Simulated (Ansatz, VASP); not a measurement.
**SiC: VASP beside Ansatz**

Contents of INCAR:

```
PREC     = Accurate       # precision mode
ENCUT    = 520            # plane-wave cutoff, eV
EDIFF    = 1E-8           # SCF threshold, eV
ISMEAR   = -1             # smearing method
SIGMA    = 0.05           # smearing width, eV
LREAL    = False          # projectors in reciprocal space
LASPH    = True           # aspherical terms in the spheres
NELM     = 60             # most SCF steps
ALGO     = Normal         # electronic algorithm
ISIF     = 2              # what is computed and relaxed
LWAVE    = False          # write WAVECAR
LCHARG   = False          # write CHGCAR
GGA      = PE             # functional
LEFG     = True         
NBANDS   = 11             # bands
```

The input KPOINTS:

```
Automatic mesh
0
Gamma
  16 16 16
```

POSCAR

```
SiC
1.0
    0.0000000000      2.1557302287      2.1557302287
    2.1557302287      0.0000000000      2.1557302287
    2.1557302287      2.1557302287      0.0000000000
Si C
1 1
Direct
    0.0000000000      0.0000000000      0.0000000000
    0.7500000000      0.7500000000      0.7500000000
```

Input for Ansatz:

```yaml
crystal:
  lattice:
    - [0.0, 2.1557302287, 2.1557302287]
    - [2.1557302287, 0.0, 2.1557302287]
    - [2.1557302287, 2.1557302287, 0.0]
  atoms:
    - { symbol: Si, position: [0.0, 0.0, 0.0] }
    - { symbol: C, position: [0.75, 0.75, 0.75] }
kpoints:
  mp_grid: { grid: [16, 16, 16] }
scf:
  occupations: { method: fermi_dirac, width: 0.05 }
hamiltonian:
  xc: pbe
  pseudopotentials: { kind: paw }
output:
  forces: true
  stress: true
  eigenvalues: true
  efg: { contact_densities: true }
```

Change from the starting cell: volume scaled by 0.975, PAW files.

Alike in both runs: task electric field gradients; functional PBE; k mesh 16 × 16 × 16; occupations fermi-dirac, width 0.05 eV; no spin polarisation.

|  | VASP | Ansatz |
| --- | --- | --- |
| version | VASP 6.6.1 | Ansatz 0.2.0 |
| potentials or method | VASP PAW PBE potentials, release 64 (Si, C) | PAW with Ansatz's default frozen-core files, scalar-relativistic |
| plane-wave cutoff (eV) | 520 | 420 |
| valence electrons in the cell | 8 | 8 |

```csv
,VASP,Ansatz,Ansatz less VASP
pressure (GPa),10.9,11.0,+0.08
```
